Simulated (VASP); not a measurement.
Write the native input for VASP 6.6.1 that does the following.

```yaml
Task: single point
Functional: LDA
Potentials_or_basis: VASP PAW LDA potentials, release 64 (In_d, P)
Cutoff: 520 eV
k_mesh: 10 × 10 × 10
Occupations: gaussian, width 0.01 eV
Spin: no spin polarisation
Dipole_correction: no
Further_INCAR_settings: ALGO = Normal; EDIFF = 1e-07; NBANDS = 16
```

The structure of InP lies in POSCAR:

```
InP
1.0
    0.0000000000      2.9135483157      2.9135483157
    2.9135483157      0.0000000000      2.9135483157
    2.9135483157      2.9135483157      0.0000000000
In P
1 1
Direct
    0.0000000000      0.0000000000      0.0000000000
    0.2500000000      0.2500000000      0.2500000000
```

The input as run:

INCAR

```
SYSTEM = InP
PREC = Accurate ; ENCUT = 520
EDIFF = 1E-7 ; ISMEAR = 0
SIGMA = 0.01 ; LREAL = .FALSE.
LASPH = .TRUE. ; NELM = 80
ALGO = Normal ; ISIF = 2
LWAVE = .FALSE. ; LCHARG = .FALSE.
GGA = CA ; NBANDS = 16
```

KPOINTS

```
regular mesh
0
G
  10 10 10
  0 0 0
```

Potentials or basis: VASP PAW LDA potentials, release 64 (In_d, P).

Run with:

```sh
$ cat potpaw_LDA.64/In_d/POTCAR potpaw_LDA.64/P/POTCAR > POTCAR
$ mpirun -np 1 vasp_std > vasp.out
```

It gave:

The pressure is 0.0 GPa and the band gap on the k mesh is 0.61 eV, direct.

Caveat: spin-orbit coupling is left out, which moves the levels of the heavy elements.

Wall time 27 s on 1 thread of Intel(R) Xeon(R) Platinum 8175M CPU @ 2.50GHz (Skylake/Cascade Lake) (shared host), peak memory 0.17 GiB.
